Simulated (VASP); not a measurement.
# Be (Fm-3m) in VASP: a series of runs, part 2 of 2

VASP 6.6.1.

## (3) Single point, PBEsol

This run uses another cell than the first one, of 7.79 Å³/atom.

Input file INCAR:

```
PREC = Accurate ; ENCUT = 520
EDIFF = 1E-6 ; ISMEAR = 0
SIGMA = 0.1 ; LREAL = F
LASPH = T ; NELM = 80
ALGO = Normal ; ISIF = 2
LWAVE = F ; LCHARG = T
GGA = PS ; LELF = T
LVHAR = T ; NBANDS = 7
```

Input file KPOINTS:

```
regular mesh
0
Gamma
  10 10 10
```

Input file POSCAR:

```
Be
1.0
    0.0000000000      1.5735119391      1.5735119391
    1.5735119391      0.0000000000      1.5735119391
    1.5735119391      1.5735119391      0.0000000000
Be
1
Direct
    0.0000000000      0.0000000000      0.0000000000
```

Potentials or basis: VASP PAW PBE potentials, release 64 (Be).

On the command line:

```sh
$ cat potpaw_PBE.64/Be/POTCAR > POTCAR
$ mpirun -np 1 vasp_std > vasp.out
```

OUTCAR:

```text
PREC = Accurate
   ENCUT = 520
   EDIFF = 1E-6
   ISMEAR = 0
   LREAL = F
   LASPH = T
   NELM = 80
   ISIF = 2
   GGA = PS

 ion  position               nearest neighbor table
   1  0.000  0.000  0.000-

  LATTYP: Found a face centered cubic cell.
 ALAT       =     3.1470238782

  Lattice vectors:

 A1 = (   0.0000000000,   1.5735119391,   1.5735119391)
 A2 = (   1.5735119391,   0.0000000000,   1.5735119391)
 A3 = (   1.5735119391,   1.5735119391,   0.0000000000)

Analysis of symmetry for initial positions (statically):
=====================================================================
 Subroutine PRICEL returns:
 Original cell was already a primitive cell.

 Routine SETGRP: Setting up the symmetry group for a
 face centered cubic supercell.

 Subroutine GETGRP returns: Found 48 space group operations
 (whereof 48 operations were pure point group operations)
 out of a pool of 48 trial point group operations.

The static configuration has the point symmetry O_h .

Analysis of symmetry for dynamics (positions and initial velocities):
=====================================================================
 Subroutine PRICEL returns:
 Original cell was already a primitive cell.

 Routine SETGRP: Setting up the symmetry group for a
 face centered cubic supercell.

 Subroutine GETGRP returns: Found 48 space group operations
 (whereof 48 operations were pure point group operations)
 out of a pool of 48 trial point group operations.

The dynamic configuration has the point symmetry O_h .

 Subroutine INISYM returns: Found 48 space group operations
 (whereof 48 operations are pure point group operations),
 and found     1 'primitive' translations

----------------------------------------------------------------------------------------

                                     Primitive cell

  volume of cell :       7.7918

  direct lattice vectors                    reciprocal lattice vectors
     0.000000000  1.573511939  1.573511939    -0.317760538  0.317760538  0.317760538
     1.573511939  0.000000000  1.573511939     0.317760538 -0.317760538  0.317760538
     1.573511939  1.573511939  0.000000000     0.317760538  0.317760538 -0.317760538

  length of vectors
     2.225281925  2.225281925  2.225281925     0.550377396  0.550377396  0.550377396

  position of ions in fractional coordinates (direct lattice)
     0.000000000  0.000000000  0.000000000

  ion indices of the primitive-cell ions
   primitive index   ion index
                 1           1

----------------------------------------------------------------------------------------

 KPOINTS: regular mesh

Automatic generation of k-mesh.
 Grid dimensions read from file:
 generate k-points for:   10   10   10

 Generating k-lattice:

  Cartesian coordinates                     Fractional coordinates (reciprocal lattice)
    -0.031776054  0.031776054  0.031776054     0.100000000  0.000000000  0.000000000
     0.031776054 -0.031776054  0.031776054     0.000000000  0.100000000  0.000000000
     0.031776054  0.031776054 -0.031776054     0.000000000  0.000000000  0.100000000

  Length of vectors
     0.055037740  0.055037740  0.055037740

  Shift w.r.t. Gamma in fractional coordinates (k-lattice)
     0.000000000  0.000000000  0.000000000

 Subroutine IBZKPT returns following result:
 ===========================================

 Found     47 irreducible k-points:

 Following reciprocal coordinates:
            Coordinates               Weight
  0.000000  0.000000  0.000000      1.000000
  0.100000  0.000000  0.000000      8.000000
  0.200000  0.000000  0.000000      8.000000
  0.300000  0.000000  0.000000      8.000000
  0.400000  0.000000  0.000000      8.000000
  0.500000  0.000000  0.000000      4.000000
[... 16 lines left out ...]
  0.300000  0.300000  0.000000      6.000000
  0.400000  0.300000  0.000000     24.000000
 [... further k-points ...]
   k-points           NKPTS =     47   k-points in BZ     NKDIM =     47   number of bands    NBANDS=      7
   number of dos      NEDOS =    301   number of ions     NIONS =      1
   total plane-waves  NPLWV =   5832
   dimension x,y,z NGX =    18 NGY =   18 NGZ =   18
   dimension x,y,z NGXF=    36 NGYF=   36 NGZF=   36
   ions per type =               1
   NGX,Y,Z   is equivalent  to a cutoff of  13.45, 13.45, 13.45 a.u.
   NGXF,Y,Z  is equivalent  to a cutoff of  26.89, 26.89, 26.89 a.u.
 SYSTEM =  unknown system
   PREC   = accura    normal or accurate (medium, high low for compatibility)
   ISTART =      0    job   : 0-new  1-cont  2-samecut
   ICHARG =      2    charge: 1-file 2-atom 10-const
   ISPIN  =      1    spin polarized calculation?
   LNONCOLLINEAR =      F non collinear calculations
   LSORBIT =      F    spin-orbit coupling
   LASPH  =      T    aspherical Exc in radial PAW
   ENCUT  =  520.0 eV  38.22 Ry    6.18 a.u.   4.14  4.14  4.14*2*pi/ulx,y,z
   NELM   =     80;   NELMIN=  2; NELMDL= -5     # of ELM steps
   EDIFF  = 0.1E-05   stopping-criterion for ELM
   LREAL  =      F    real-space projection
   EDIFFG = 0.1E-04   stopping-criterion for IOM
   NSW    =      0    number of steps for IOM
   IBRION =     -1    ionic relax: 0-MD 1-quasi-New 2-CG
   NFREE  =      0    steps in history (QN), initial steepest desc. (CG)
   ISIF   =      2    stress and relaxation
   ISYM   =      2    0-nonsym 1-usesym 2-fastsym
   POTIM  = 0.5000    time-step for ionic-motion
   TEBEG  =    0.0;   TEEND  =   0.0 temperature during run
   PSTRESS=    0.0 pullay stress
   NELECT =       2.0000    total number of electrons
   NUPDOWN=      -1.0000    fix difference up-down
   EMIN   =  10.00;   EMAX   =-10.00  energy-range for DOS
   EFERMI =   0.00;   METHOD = LEGACY
   ISMEAR =     0;   SIGMA  =   0.10  broadening in eV -4-tet -1-fermi 0-gaus
   EFERMI_NEDOS =   21; number of points for ismear=-14 and -15
   IALGO  =     38    algorithm
   IMIX   =      4    mixing-type and parameters
     AMIX     =   0.40;   BMIX     =  1.00
     AMIX_MAG =   1.60;   BMIX_MAG =  1.00
  volume/ion in A,a.u.               =       7.79        52.58
  Fermi-wavevector in a.u.,A,eV,Ry     =   1.040411  1.966091 14.727685  1.082454
  Thomas-Fermi vector in A             =   2.174985
   LORBIT       =      0    0 simple, 1 ext, 2 COOP (PROOUT), +10 PAW based schemes
   GGA     = PS    functional components
   LHFCALC =     F    Hartree Fock is set to
   AEXX    =    0.0000 exact exchange contribution
   IVDW    =     0    specifies the selected vdW correction
   LEPSILON=     F    determine dielectric tensor
   LRPA    =     F    only Hartree local field effects (RPA)
 non-spin polarized calculation
 Gauss-broadening in eV      SIGMA  =   0.10
  energy-cutoff  :      520.00
  volume of cell :        7.79
 maximum number of plane-waves:       222
 NGX is ok and might be reduce to    18
   NGX =  9   NGY =  9   NGZ =  9

 number of electron       2.0000000 magnetization

 Free energy of the ion-electron system (eV)
  ---------------------------------------------------
  ext. energy  EPLUGINS =         0.00000000
  ---------------------------------------------------
  free energy    TOTEN  =        -3.91239223 eV

  energy without entropy =       -3.91238278  energy(sigma->0) =       -3.91238750

 E-fermi :   7.4972     XC(G=0): -10.6599

 val. band max:        7.2753979475   @ k =  -0.3000   0.5000   0.2000
 cond. band min:       7.6950633870   @ k =   0.5000   0.0000   0.0000
 fundamental gap:      0.4196654395
 Fermi energy:         7.4971675652

 k-point     1 :       0.0000    0.0000    0.0000
  band No.  band energies     occupation
      1      -4.2919      2.00000
      2      27.2420      0.00000
      3      27.2420      0.00000
      4      27.2420      0.00000
      5      36.9511      0.00000
      6      36.9511      0.00000
      7      36.9511      0.00000
[... 221 lines left out ...]
 k-point    24 :       0.4000    0.3000    0.0000
  band No.  band energies     occupation
      1       1.3758      2.00000
      2      15.8304      0.00000
      3      18.3254      0.00000
      4      18.7227      0.00000
      5      26.4385      0.00000
      6      30.7721      0.00000
      7      49.3174      0.00000

 [... further k-points ...]

------------------------ aborting loop because EDIFF is reached ----------------------------------------

  FORCE on cell =-STRESS in cart. coord.  units (eV):
  Direction    XX          YY          ZZ          XY          YZ          ZX
  --------------------------------------------------------------------------------------
  -------------------------------------------------------------------------------------
  Total        0.0124634      0.0124634      0.0124634      0.0000000     -0.0000000      0.0000000
  in kB        2.5627543      2.5627543      2.5627543      0.0000000     -0.0000000      0.0000000
  external PRESSURE =       2.5627543 kB  Pullay stress =       0.0000000 kB

 VOLUME and BASIS-vectors are now :
 -----------------------------------------------------------------------------
  energy-cutoff  :      520.00
  volume of cell :        7.79
      direct lattice vectors                 reciprocal lattice vectors
     0.000000000  1.573511939  1.573511939    -0.317760538  0.317760538  0.317760538
     1.573511939  0.000000000  1.573511939     0.317760538 -0.317760538  0.317760538
     1.573511939  1.573511939  0.000000000     0.317760538  0.317760538 -0.317760538

 POSITION                                       TOTAL-FORCE (eV/Angst)
 -----------------------------------------------------------------------------------
      0.00000      0.00000      0.00000         0.000000      0.000000     -0.000000
 -----------------------------------------------------------------------------------
    total drift:                                0.000000     -0.000000     -0.000000

  FREE ENERGIE OF THE ION-ELECTRON SYSTEM (eV)
  ---------------------------------------------------
  free  energy   TOTEN  =        -3.9123922273 eV

  energy  without entropy=       -3.9123827799  energy(sigma->0) =       -3.91238750
```

stdout:

```text
POSCAR found type information on POSCAR Be
 POSCAR found :  1 types and       1 ions
 scaLAPACK will be used
 -----------------------------------------------------------------------------
|                                                                             |
|                                                                             |
|     You enforced a specific xc type in the INCAR file but a different       |
|     I HOPE YOU KNOW WHAT YOU ARE DOING!                                     |
|                                                                             |
 -----------------------------------------------------------------------------

 LDA part: xc-table for (Slater+PW92), standard interpolation
 POSCAR, INCAR and KPOINTS ok, starting setup
 FFT: planning ... GRIDC
 FFT: planning ... GRID_SOFT
 FFT: planning ... GRID
 WAVECAR not read
 entering main loop
```

It took 4.5 s on 1 thread of Intel Xeon 8259CL, shared host; peak memory 0.11 GiB.

The run converged, but its numbers aren't listed here, since they failed a check.

Caveat: the mesh shows a gap though the element is a metal; the PAW data sets were made with another functional, which shifts forces and pressure a little.

## (4) Single point, PBEsol

This run uses another cell than the first one, of 7.79 Å³/atom.

Input file INCAR:

```
SYSTEM = Be
ALGO     = Fast           ! electronic algorithm
EDIFF    = 1E-7           ! SCF threshold, eV
ENCUT    = 520            ! plane-wave cutoff, eV
GGA      = PS             ! functional
ISIF     = 2              ! what is computed and relaxed
ISMEAR   = 0              ! smearing method
LASPH    = .True.         ! aspherical terms in the spheres
LCHARG   = .False.        ! write CHGCAR
LREAL    = .False.        ! projectors in reciprocal space
LWAVE    = .False.        ! write WAVECAR
NBANDS   = 7              ! bands
NELM     = 80             ! most SCF steps
PREC     = Accurate       ! precision mode
SIGMA    = 0.02           ! smearing width, eV
```

Input file KPOINTS:

```
k-points
0
Gamma
  20 20 20
  0 0 0
```

Input file POSCAR:

```
Be
1.0
    0.0000000000      1.5732755721      1.5732755721
    1.5732755721      0.0000000000      1.5732755721
    1.5732755721      1.5732755721      0.0000000000
Be
1
Direct
    0.0000000000      0.0000000000      0.0000000000
```

On the command line:

```sh
$ cat potpaw_PBE.64/Be/POTCAR > POTCAR
$ mpirun -np 1 vasp_std > vasp.out
```

Wall time 21 s (1 thread of Intel Xeon 8259CL, shared host); peak memory 0.12 GiB.

It converged, with:

* Free energy: -3.9190 eV
* Pressure: 0.3 GPa
* Band gap on the k mesh: zero (bands 1 and 2 overlap by 1.02 eV)

Levels at points of the mesh, in eV from the Fermi level:
```tsv
k point	band 1	band 2	band 3	band 4	band 5	band 6
(0.00, 0.00, 0.00)	-11.87	19.68	19.68	19.68	29.39	29.39
(0.50, 0.00, 0.00)	-5.29	0.12	16.71	16.71	26.50	26.50
(0.50, 0.50, 0.00)	-2.64	3.95	9.66	9.66	15.34	23.09
```

Caveat: the PAW data sets were made with another functional, which shifts forces and pressure a little.

## (5) Relaxation of cell and atoms, PBEsol

Input file INCAR:

```
  PREC = Accurate
  ENCUT = 600
  EDIFF = 1E-7
  ISMEAR = 0
  SIGMA = 0.1
  LREAL = F
  LASPH = T
  NELM = 100
  ALGO = Normal
  ISIF = 3
  LWAVE = F
  LCHARG = F
  GGA = PS
  IBRION = 2
  NSW = 80
  EDIFFG = -0.05
```

Input file KPOINTS:

```
regular mesh
0
Gamma
  10 10 10
```

Input file POSCAR:

```
Be
1.0
    0.0000000000      1.8334813092      1.8334813092
    1.8334813092      0.0000000000      1.8334813092
    1.8334813092      1.8334813092      0.0000000000
Be
1
Direct
    0.0000000000      0.0000000000      0.0000000000
```

On the command line:

```sh
$ cat potpaw_PBE.64/Be/POTCAR > POTCAR
$ mpirun -np 1 vasp_std > vasp.out
```

Wall time 15 s (1 thread of Intel Xeon 8259CL, shared host); peak memory 0.14 GiB.

Results (log left out):

| Quantity | Value |
| --- | --- |
| Free energy | -3.9128 eV |
| Relaxed volume | 7.74 Å³/atom |
| Relaxed cell | a = 2.221 Å, b = 2.221 Å, c = 2.221 Å, α = 60.00°, β = 60.00°, γ = 60.00° |
| Space group after relaxing (to 0.1 Å) | Fm-3m (No. 225) |
| Energy gained by relaxing | 498.6 meV/atom |
| Ionic steps | 4 |
| Pressure after relaxing | 1.0 GPa |
| Band gap on the k mesh | 0.44 eV (least direct gap 1.08 eV) |

Step by step:
```csv
step,energy change (eV),largest force (eV/Å),pressure (GPa),volume (Å³)
1,0.0000,0.0000,-24.49,12.33
2,-0.4178,0.0000,-15.66,9.26
3,-0.4935,0.0000,-4.85,8.14
4,-0.4986,0.0000,0.99,7.74
```

Final structure:
```cif
data_structure
_symmetry_space_group_name_H-M 'P 1'
_symmetry_Int_Tables_number 1
_cell_length_a 2.2207
_cell_length_b 2.2207
_cell_length_c 2.2207
_cell_angle_alpha 60.000
_cell_angle_beta 60.000
_cell_angle_gamma 60.000
_cell_volume 7.74
loop_
_atom_site_label
_atom_site_type_symbol
_atom_site_fract_x
_atom_site_fract_y
_atom_site_fract_z
_atom_site_occupancy
Be1 Be 0.00000 0.00000 0.00000 1
```

Levels at points of the mesh, in eV from the valence-band top:
```
           k point  band 1  band 2  band 3  band 4  band 5
(0.00, 0.00, 0.00)  -11.60   20.07   20.07   20.07   29.79
(0.50, 0.00, 0.00)   -5.02    0.44   17.08   17.08   26.89
(0.50, 0.50, 0.00)   -2.36    4.28   10.00   10.00   15.69
```

Caveat: the volume moved by over 15 % at a fixed basis, so the end points are rough; the PAW data sets were made with another functional, which shifts forces and pressure a little.

## (6) Single point, PBEsol

This run uses another cell than the first one, of 7.79 Å³/atom.

Input file INCAR:

```
SYSTEM = Be
ALGO = Normal
EDIFF = 1E-6
ENCUT = 520
GGA = PS
ISIF = 2
ISMEAR = 0
LASPH = .TRUE.
LCHARG = .TRUE.
LELF = .TRUE.
LREAL = .FALSE.
LVHAR = .TRUE.
LWAVE = .FALSE.
NBANDS = 7
NELM = 60
PREC = Accurate
SIGMA = 0.1
```

Input file KPOINTS:

```
k-points
0
G
  22 22 22
  0 0 0
```

Input file POSCAR:

```
Be
1.0
    0.0000000000      1.5737026335      1.5737026335
    1.5737026335      0.0000000000      1.5737026335
    1.5737026335      1.5737026335      0.0000000000
Be
1
Direct
    0.0000000000      0.0000000000      0.0000000000
```

Potentials or basis: VASP PAW PBE potentials, release 64 (Be).

On the command line:

```sh
$ cat potpaw_PBE.64/Be/POTCAR > POTCAR
$ mpirun -np 1 vasp_std > vasp.out
```

Run time: 26 s. Hardware: 1 thread of Intel Xeon 8259CL, shared host; peak memory 0.12 GiB.

The run converged. Its results:

| Property | Result |
| --- | --- |
| Free energy | -3.9198 eV |
| Pressure | 0.5 GPa |
| Band gap on the k mesh | zero (bands 1 and 2 overlap by 0.70 eV) |

Levels at points of the mesh, in eV from the Fermi level:
| k point | band 1 | band 2 | band 3 | band 4 | band 5 |
| --- | --- | --- | --- | --- | --- |
| (0.00, 0.00, 0.00) | -12.03 | 19.50 | 19.50 | 19.50 | 29.21 |
| (0.50, 0.00, 0.00) | -5.46 | -0.04 | 16.53 | 16.53 | 26.32 |
| (0.50, 0.50, 0.00) | -2.81 | 3.78 | 9.49 | 9.49 | 15.17 |

Caveat: the PAW data sets were made with another functional, which shifts forces and pressure a little.

## (7) Relaxation of cell and atoms, PBEsol

This run uses another cell than the first one, of 7.79 Å³/atom.

Input file INCAR:

```
SYSTEM = Be
PREC = Accurate
ENCUT = 600
EDIFF = 1E-6
ISMEAR = 0
SIGMA = 0.02
LREAL = .FALSE.
LASPH = .TRUE.
NELM = 80
ALGO = Fast
ISIF = 3
LWAVE = .FALSE.
LCHARG = .FALSE.
GGA = PS
IBRION = 2
NSW = 80
EDIFFG = -0.01
```

Input file KPOINTS:

```
regular mesh
0
G
  20 20 20
  0 0 0
```

Input file POSCAR:

```
Be
1.0
    0.0000000000      1.5735119391      1.5735119391
    1.5735119391      0.0000000000      1.5735119391
    1.5735119391      1.5735119391      0.0000000000
Be
1
Direct
    0.0000000000      0.0000000000      0.0000000000
```

On the command line:

```sh
$ cat potpaw_PBE.64/Be/POTCAR > POTCAR
$ mpirun -np 1 vasp_std > vasp.out
```

Wall time 18 s (1 thread of Intel Xeon 8259CL, shared host); peak memory 0.12 GiB.

The run converged. Its results:

* Free energy: -3.9190 eV
* Relaxed volume: 7.81 Å³/atom
* Relaxed cell: a = 2.227 Å, b = 2.227 Å, c = 2.227 Å, α = 60.00°, β = 60.00°, γ = 60.00°
* Space group after relaxing (to 0.1 Å): Fm-3m (No. 225)
* Energy gained by relaxing: 0.0 meV/atom
* Ionic steps: 2
* Pressure after relaxing: 0.0 GPa
* Band gap on the k mesh: zero (bands 1 and 2 overlap by 1.01 eV)

Final structure:
```
CELL_PARAMETERS angstrom
0.00000 1.57448 1.57448
1.57448 0.00000 1.57448
1.57448 1.57448 0.00000
ATOMIC_POSITIONS crystal
Be 0.00000 0.00000 0.00000
```

Levels at points of the mesh, in eV from the Fermi level:
```csv
k point,band 1,band 2,band 3,band 4,band 5
"(0.00, 0.00, 0.00)",-11.85,19.64,19.64,19.64,29.34
"(0.50, 0.00, 0.00)",-5.28,0.12,16.68,16.68,26.46
"(0.50, 0.50, 0.00)",-2.64,3.94,9.64,9.64,15.32
```

Caveat: the PAW data sets were made with another functional, which shifts forces and pressure a little.

## (8) The runs side by side

| task | cell | k mesh | cutoff (eV) | smearing | gap on the mesh (eV) | pressure (GPa) |
| --- | --- | --- | --- | --- | --- | --- |
| single point | a = 2.593 Å, angles 60.0°, 1 atom | 8 × 8 × 8 | 520 | gaussian 0.1 eV | none | -26.0 |
| single point | a = 2.225 Å, angles 60.0°, 1 atom | 20 × 20 × 20 | 520 | gaussian 0.02 eV | none | 0.3 |
| relaxation of cell and atoms | relaxed from a = 2.593 Å, angles 60.0°, 1 atom | 10 × 10 × 10 | 600 | gaussian 0.1 eV | 0.44 | 1.0 |
| single point | a = 2.226 Å, angles 60.0°, 1 atom | 22 × 22 × 22 | 520 | gaussian 0.1 eV | none | 0.5 |
| relaxation of cell and atoms | relaxed from a = 2.225 Å, angles 60.0°, 1 atom | 20 × 20 × 20 | 600 | gaussian 0.02 eV | none | 0.0 |

Alike in all rows: level PBEsol; potentials or basis VASP PAW PBE potentials, release 64 (Be); no spin polarisation.

Caveats: some runs use coarse meshes; the PAW data sets were made with another functional, which shifts forces and pressure a little; the volume moved by over 15 % at a fixed basis, so the end points are rough (at least some runs).

Absolute energies hang on the potentials; compare differences alone.

The gap in the log of VASP goes by the Fermi energy; the results here count the filled bands.